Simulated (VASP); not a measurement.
# BN (I-4m2) in VASP: single point with LDA

Aim: the single point of BN with LDA.

Everything below comes from runs of VASP 6.6.1. Logs are shortened: lines on timing, memory, paths and dates and some standing lists are left out, and cuts for length are marked.

## (1) The cell of the first run

It takes space group I-4m2 (No. 119, tetragonal). Conventional cell: a = 2.531 Å, b = 2.531 Å, c = 3.329 Å, α = 90.00°, β = 90.00°, γ = 90.00°. B (site symmetry -4m2) has 4 N at 1.51 Å within 2.0 Å. N (site symmetry -4m2) has 4 B at 1.51 Å within 2.0 Å.

## (2) Single point, LDA (engineering shear strain xz +0.0000, normal strain along z -0.0700)

File INCAR:

```
PREC = Accurate ; ENCUT = 520
EDIFF = 1E-6 ; ISMEAR = 0
SIGMA = 0.05 ; LREAL = False
LASPH = True ; NELM = 60
ALGO = Normal ; ISIF = 2
LWAVE = False ; LCHARG = False
NBANDS = 11
```

File KPOINTS:

```
regular mesh
0
Gamma
  12 12 12
```

File POSCAR:

```
BN
1.0
    0.0000000000      1.6646979276      1.7899977716
    1.7899977716      0.0000000000      1.7899977716
    1.7899977716      1.6646979276      0.0000000000
B N
1 1
Direct
    0.0000000000      0.0000000000      0.0000000000
    0.7500000000      0.7500000000      0.7500000000
```

Potentials or basis: VASP PAW LDA potentials, release 64 (B, N).

Launch:

```sh
cat potpaw_LDA.64/B/POTCAR potpaw_LDA.64/N/POTCAR > POTCAR
mpirun -np 1 vasp_std > vasp.out
```

OUTCAR:

```text
PREC = Accurate
   ENCUT = 520
   EDIFF = 1E-6
   ISMEAR = 0
   LREAL = False
   LASPH = True
   NELM = 60
   ISIF = 2

 ion  position               nearest neighbor table
   1  0.000  0.000  0.000-   2 1.51   2 1.51   2 1.51   2 1.51
   2  0.750  0.750  0.750-   1 1.51   1 1.51   1 1.51   1 1.51

  LATTYP: Found a body centered tetragonal cell.
 ALAT       =     2.5314391252
 C/A-ratio  =     1.3152186130

  Lattice vectors:

 A1 = (   0.0000000000,  -1.6646979276,   1.7899977716)
 A2 = (   0.0000000000,  -1.6646979276,  -1.7899977716)
 A3 = (   1.7899977716,   1.6646979276,   0.0000000000)

Analysis of symmetry for initial positions (statically):
=====================================================================
 Subroutine PRICEL returns:
 Original cell was already a primitive cell.

 Routine SETGRP: Setting up the symmetry group for a
 body centered tetragonal supercell.

 Subroutine GETGRP returns: Found  8 space group operations
 (whereof  8 operations were pure point group operations)
 out of a pool of 16 trial point group operations.

The static configuration has the point symmetry D_2d.

Analysis of symmetry for dynamics (positions and initial velocities):
=====================================================================
 Subroutine PRICEL returns:
 Original cell was already a primitive cell.

 Routine SETGRP: Setting up the symmetry group for a
 body centered tetragonal supercell.

 Subroutine GETGRP returns: Found  8 space group operations
 (whereof  8 operations were pure point group operations)
 out of a pool of 16 trial point group operations.

The dynamic configuration has the point symmetry D_2d.

 Subroutine INISYM returns: Found  8 space group operations
 (whereof  8 operations are pure point group operations),
 and found     1 'primitive' translations

----------------------------------------------------------------------------------------

                                     Primitive cell

  volume of cell :      10.6677

  direct lattice vectors                    reciprocal lattice vectors
     0.000000000  1.664697928  1.789997772    -0.279329957  0.300354792  0.279329957
     1.789997772  0.000000000  1.789997772     0.279329957 -0.300354792  0.279329957
     1.789997772  1.664697928  0.000000000     0.279329957  0.300354792 -0.279329957

  length of vectors
     2.444444970  2.531439125  2.444444970     0.496249383  0.496249383  0.496249383

  position of ions in fractional coordinates (direct lattice)
     0.000000000  0.000000000  0.000000000
     0.750000000  0.750000000  0.750000000

  ion indices of the primitive-cell ions
   primitive index   ion index
                 1           1
                 2           2

----------------------------------------------------------------------------------------

 KPOINTS: regular mesh

Automatic generation of k-mesh.
 Grid dimensions read from file:
 generate k-points for:   12   12   12

 Generating k-lattice:

  Cartesian coordinates                     Fractional coordinates (reciprocal lattice)
    -0.023277496  0.025029566  0.023277496     0.083333333  0.000000000  0.000000000
     0.023277496 -0.025029566  0.023277496     0.000000000  0.083333333  0.000000000
     0.023277496  0.025029566 -0.023277496     0.000000000  0.000000000  0.083333333

  Length of vectors
     0.041354115  0.041354115  0.041354115

  Shift w.r.t. Gamma in fractional coordinates (k-lattice)
     0.000000000  0.000000000  0.000000000

 Subroutine IBZKPT returns following result:
 ===========================================

 Found    163 irreducible k-points:

 Following reciprocal coordinates:
            Coordinates               Weight
  0.000000  0.000000  0.000000      1.000000
  0.083333  0.000000  0.000000      8.000000
  0.166667  0.000000  0.000000      8.000000
  0.250000  0.000000  0.000000      8.000000
  0.333333  0.000000 -0.000000      8.000000
  0.416667  0.000000 -0.000000      8.000000
[... 16 lines left out ...]
  0.500000  0.166667  0.000000     16.000000
 -0.416667  0.166667  0.000000     16.000000
 [... further k-points ...]
   k-points           NKPTS =    163   k-points in BZ     NKDIM =    163   number of bands    NBANDS=     11
   number of dos      NEDOS =    301   number of ions     NIONS =      2
   total plane-waves  NPLWV =   6480
   dimension x,y,z NGX =    18 NGY =   20 NGZ =   18
   dimension x,y,z NGXF=    36 NGYF=   40 NGZF=   36
   ions per type =               1   1
   NGX,Y,Z   is equivalent  to a cutoff of  12.24, 13.13, 12.24 a.u.
   NGXF,Y,Z  is equivalent  to a cutoff of  24.48, 26.27, 24.48 a.u.
 SYSTEM =  unknown system
   PREC   = accura    normal or accurate (medium, high low for compatibility)
   ISTART =      0    job   : 0-new  1-cont  2-samecut
   ICHARG =      2    charge: 1-file 2-atom 10-const
   ISPIN  =      1    spin polarized calculation?
   LNONCOLLINEAR =      F non collinear calculations
   LSORBIT =      F    spin-orbit coupling
   LASPH  =      T    aspherical Exc in radial PAW
   ENCUT  =  520.0 eV  38.22 Ry    6.18 a.u.   4.55  4.71  4.55*2*pi/ulx,y,z
   NELM   =     60;   NELMIN=  2; NELMDL= -5     # of ELM steps
   EDIFF  = 0.1E-05   stopping-criterion for ELM
   LREAL  =      F    real-space projection
   EDIFFG = 0.1E-04   stopping-criterion for IOM
   NSW    =      0    number of steps for IOM
   IBRION =     -1    ionic relax: 0-MD 1-quasi-New 2-CG
   NFREE  =      0    steps in history (QN), initial steepest desc. (CG)
   ISIF   =      2    stress and relaxation
   ISYM   =      2    0-nonsym 1-usesym 2-fastsym
   POTIM  = 0.5000    time-step for ionic-motion
   TEBEG  =    0.0;   TEEND  =   0.0 temperature during run
   PSTRESS=    0.0 pullay stress
   NELECT =       8.0000    total number of electrons
   NUPDOWN=      -1.0000    fix difference up-down
   EMIN   =  10.00;   EMAX   =-10.00  energy-range for DOS
   EFERMI =   0.00;   METHOD = LEGACY
   ISMEAR =     0;   SIGMA  =   0.05  broadening in eV -4-tet -1-fermi 0-gaus
   EFERMI_NEDOS =   21; number of points for ismear=-14 and -15
   IALGO  =     38    algorithm
   IMIX   =      4    mixing-type and parameters
     AMIX     =   0.40;   BMIX     =  1.00
     AMIX_MAG =   1.60;   BMIX_MAG =  1.00
  volume/ion in A,a.u.               =       5.33        35.99
  Fermi-wavevector in a.u.,A,eV,Ry     =   1.487355  2.810694 30.099154  2.212225
  Thomas-Fermi vector in A             =   2.600526
   LORBIT       =      0    0 simple, 1 ext, 2 COOP (PROOUT), +10 PAW based schemes
   GGA     = CA    functional components
   LHFCALC =     F    Hartree Fock is set to
   AEXX    =    0.0000 exact exchange contribution
   IVDW    =     0    specifies the selected vdW correction
   LEPSILON=     F    determine dielectric tensor
   LRPA    =     F    only Hartree local field effects (RPA)
 non-spin polarized calculation
 Gauss-broadening in eV      SIGMA  =   0.05
  energy-cutoff  :      520.00
  volume of cell :       10.67
 maximum number of plane-waves:       299
   NGX =  9   NGY =  9   NGZ =  9

 number of electron       8.0000000 magnetization

 Free energy of the ion-electron system (eV)
  ---------------------------------------------------
  ext. energy  EPLUGINS =         0.00000000
  ---------------------------------------------------
  free energy    TOTEN  =       -19.25363978 eV

  energy without entropy =      -19.25363978  energy(sigma->0) =      -19.25363978

 E-fermi :   9.4098     XC(G=0): -13.6056

 val. band max:        9.1822132024   @ k =   0.0000   0.0000   0.0000
 cond. band min:      12.3003470373   @ k =   0.5000   0.0000   0.5000
 fundamental gap:      3.1181338350
 Fermi energy:         9.4098017616

 k-point     1 :       0.0000    0.0000    0.0000
  band No.  band energies     occupation
      1     -12.5420      2.00000
      2       8.4982      2.00000
      3       8.4982      2.00000
      4       9.1822      2.00000
      5      17.5928      0.00000
      6      18.1201      0.00000
      7      18.1201      0.00000
      8      20.8535      0.00000
      9      35.2201      0.00000
     10      35.8285      0.00000
     11      36.8707      0.00000

 k-point     2 :       0.0833    0.0000    0.0000
  band No.  band energies     occupation
      1     -12.3583      2.00000
      2       7.6873      2.00000
      3       8.2638      2.00000
      4       8.8593      2.00000
      5      17.7715      0.00000
      6      18.4053      0.00000
      7      18.5807      0.00000
      8      21.3339      0.00000
      9      33.8842      0.00000
     10      34.3177      0.00000
     11      36.0391      0.00000

 k-point     3 :       0.1667    0.0000    0.0000
  band No.  band energies     occupation
      1     -11.8116      2.00000
      2       5.5133      2.00000
      3       7.6974      2.00000
      4       8.3852      2.00000
      5      18.2044      0.00000
      6      19.0112      0.00000
      7      19.4604      0.00000
      8      22.4858      0.00000
      9      32.6023      0.00000
     10      33.0400      0.00000
     11      35.0788      0.00000

 k-point     4 :       0.2500    0.0000    0.0000
  band No.  band energies     occupation
      1     -10.9220      2.00000
      2       2.8763      2.00000
      3       7.0470      2.00000
      4       7.8993      2.00000
      5      18.6067      0.00000
      6      19.4590      0.00000
      7      20.3706      0.00000
      8      23.6324      0.00000
      9      32.5018      0.00000
     10      32.6828      0.00000
     11      34.4990      0.00000

 k-point     5 :       0.3333    0.0000   -0.0000
  band No.  band energies     occupation
      1      -9.7442      2.00000
      2       0.2781      2.00000
      3       6.4930      2.00000
      4       7.4974      2.00000
      5      18.8437      0.00000
      6      19.5405      0.00000
      7      21.0973      0.00000
      8      24.3824      0.00000
      9      32.6454      0.00000
     10      34.0744      0.00000
     11      34.8310      0.00000
[... 211 lines left out ...]
 k-point    21 :       0.3333    0.1667    0.0000
  band No.  band energies     occupation
      1     -10.0403      2.00000
      2       2.3401      2.00000
      3       5.6294      2.00000
      4       6.1174      2.00000
      5      17.5534      0.00000
      6      21.0090      0.00000
      7      22.6687      0.00000
      8      23.1180      0.00000
      9      28.7829      0.00000
     10      36.2986      0.00000
     11      37.8916      0.00000

 k-point    22 :       0.4167    0.1667   -0.0000
  band No.  band energies     occupation
      1      -8.8436      2.00000
      2       0.0504      2.00000
      3       4.9305      2.00000
      4       5.8443      2.00000
      5      17.9402      0.00000
      6      21.0666      0.00000
      7      23.2980      0.00000
      8      23.8790      0.00000
      9      29.9047      0.00000
     10      36.0417      0.00000
     11      38.4231      0.00000

 k-point    23 :       0.5000    0.1667    0.0000
  band No.  band energies     occupation
      1      -7.6660      2.00000
      2      -1.7804      2.00000
      3       4.2963      2.00000
      4       5.9024      2.00000
      5      18.2762      0.00000
      6      20.9668      0.00000
      7      23.2700      0.00000
      8      25.1337      0.00000
      9      30.4595      0.00000
     10      36.3867      0.00000
     11      37.9235      0.00000

 k-point    24 :      -0.4167    0.1667    0.0000
  band No.  band energies     occupation
      1      -7.3325      2.00000
      2      -2.2373      2.00000
      3       3.8870      2.00000
      4       6.2292      2.00000
      5      18.7472      0.00000
      6      20.7335      0.00000
      7      22.9981      0.00000
      8      25.5063      0.00000
      9      31.0065      0.00000
     10      35.5562      0.00000
     11      37.0206      0.00000

 [... further k-points ...]

------------------------ aborting loop because EDIFF is reached ----------------------------------------

  FORCE on cell =-STRESS in cart. coord.  units (eV):
  Direction    XX          YY          ZZ          XY          YZ          ZX
  --------------------------------------------------------------------------------------
  -------------------------------------------------------------------------------------
  Total        1.3371370      4.2490759      1.3371370      0.0000000     -0.0000000      0.0000000
  in kB      200.8242188    638.1674661    200.8242188      0.0000000     -0.0000000      0.0000000
  external PRESSURE =     346.6053012 kB  Pullay stress =       0.0000000 kB

 VOLUME and BASIS-vectors are now :
 -----------------------------------------------------------------------------
  energy-cutoff  :      520.00
  volume of cell :       10.67
      direct lattice vectors                 reciprocal lattice vectors
     0.000000000  1.664697928  1.789997772    -0.279329957  0.300354792  0.279329957
     1.789997772  0.000000000  1.789997772     0.279329957 -0.300354792  0.279329957
     1.789997772  1.664697928  0.000000000     0.279329957  0.300354792 -0.279329957

 POSITION                                       TOTAL-FORCE (eV/Angst)
 -----------------------------------------------------------------------------------
      0.00000      0.00000      0.00000        -0.000000      0.000000     -0.000000
      2.68500      2.49705      2.68500         0.000000      0.000000      0.000000
 -----------------------------------------------------------------------------------
    total drift:                                0.000001      0.000002      0.000000

  FREE ENERGIE OF THE ION-ELECTRON SYSTEM (eV)
  ---------------------------------------------------
  free  energy   TOTEN  =       -19.2536397850 eV

  energy  without entropy=      -19.2536397850  energy(sigma->0) =      -19.25363978
```

It took 12 s on 1 thread of Intel Xeon 6975P-C, shared host; peak memory 0.12 GiB.

Results:

```yaml
Free_energy: -19.2536 eV
Pressure: 34.7 GPa
Band_gap_on_the_k_mesh: 3.12 eV, indirect (least direct gap 8.41 eV)
```

Caveat: the cell differs from its parent crystal (engineering shear strain xz +0.0000, normal strain along z -0.0700). A k mesh can miss the band edges.
